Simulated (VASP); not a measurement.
A run of VASP 6.6.1 is set up as follows.

Contents of INCAR:

```
PREC = Accurate
ENCUT = 520
EDIFF = 1E-6
ISMEAR = 0
SIGMA = 0.1
LREAL = F
LASPH = T
NELM = 150
ALGO = Fast
ISIF = 2
LWAVE = F
LCHARG = F
ISPIN = 2
MAGMOM = 2.56 2.74 2.67 2.6 0.32 0.4 0.41 0.36 2
LORBIT = 11
LMAXMIX = 4
LDIPOL = T
IDIPOL = 3
DIPOL = 0.5 0.5 0.483
GGA = PS
NBANDS = 47
```

KPOINTS

```
regular mesh
0
Gamma
  10 10 1
```

The input POSCAR:

```
Co4O5
1.0
    2.9464519461      0.0000000000      0.0000000000
    0.0000000000      2.9464519461      0.0000000000
    0.0000000000      0.0000000000     25.2503684546
Co O
4 5
Direct
    0.5000000000      0.5000000000      0.3366287512
    0.0000000000      0.0000000000      0.4191406621
    0.5000000000      0.5000000000      0.5109491782
    0.0000000000      0.0000000000      0.5819236396
    0.0000000000      0.0000000000      0.3366287512
    0.5000000000      0.5000000000      0.4191406621
    0.0000000000      0.0000000000      0.5013158959
    0.5000000000      0.5000000000      0.5909722610
    1.0000000000      1.0000000000      0.6460376817
```

Potentials or basis: VASP PAW PBE potentials, release 64 (Co, O).

Launch:

```bash
$ cat potpaw_PBE.64/Co/POTCAR potpaw_PBE.64/O/POTCAR > POTCAR
$ mpirun -np 1 vasp_std > vasp.out
```

(1) Estimate the largest force.

(2) Predict the site moments.

Answers

(1) 2.466 eV/Å.

(2) Co +2.42, +2.53, +2.50, +1.41; O +0.27, +0.33, +0.29, +0.21, +0.80 μB.

Caveat: the PAW data sets were made with another functional, which shifts forces and pressure a little.
